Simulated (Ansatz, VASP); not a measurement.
# Two plane-wave programs on Ti

```xyz
2
Lattice="2.9500 0.0000 0.0000 -1.4750 2.5548 0.0000 0.0000 0.0000 4.6860" Properties=species:S:1:pos:R:3 pbc="T T T"
Ti    0.0000    1.4782    1.1715
Ti    1.4750    0.8516    3.5145
```

Alike in both runs: task single point; functional r2SCAN; k mesh 18 × 18 × 10; occupations gaussian, width 0.15 eV; no spin polarisation.

```csv
,VASP,Ansatz
version,VASP 6.6.1,Ansatz 0.2.0
potentials or method,"VASP PAW PBE potentials, release 64 (Ti_sv), cutoff 520 eV","scalar-relativistic, plane waves, PAW"
valence electrons in the cell,24,24
```

```csv
,VASP,Ansatz,Ansatz less VASP
gap on the k mesh at the Fermi level (eV),none,none,-
pressure (GPa),-2.0,-2.4,-0.35
"traceless stress, the component that is largest in VASP (GPa)",-2.93,-2.90,+0.030
rms of the force components (eV/Å),0.206,0.205,-0.0009
```

VASP's potentials were made for PBE, not for r2SCAN. Atom by atom the forces differ by 0.001 eV/Å (rms over components). A gap of «none» marks a metal or a gap that the smearing closes.
